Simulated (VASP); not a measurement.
Runs of VASP 6.6.1 on GaN. The structure is that of space group Fm-3m (No. 225), or close to it. The cells are those of the table. 

```tsv
cell	gap on the mesh (eV)	pressure (GPa)
a = 3.020, b = 3.046 Å, angles 59.7, 59.4, 59.7°, 2 atoms	0.14	-12.5
a = 3.020, b = 3.023 Å, angles 60.0°, 2 atoms	(b)	-12.6
a = 3.020, b = 3.031 Å, angles 59.9, 59.8, 59.9°, 2 atoms	(a)	-12.4
a = 3.020, b = 3.005 Å, angles 60.2, 60.3, 60.2°, 2 atoms	0.18	-12.4
```

Alike in all rows: task single point; level LDA; potentials or basis VASP PAW LDA potentials, release 64 (Ga_d, N); no spin polarisation; k mesh 14 × 14 × 14; cutoff (eV) 520; smearing gaussian 0.03 eV.

Task: Estimate the missing entries.

Result: (a) 0.19; (b) 0.21.

Caveats: the cell stands under tension.

A k mesh can miss the band edges, and the runs leave out spin-orbit coupling on Ga.
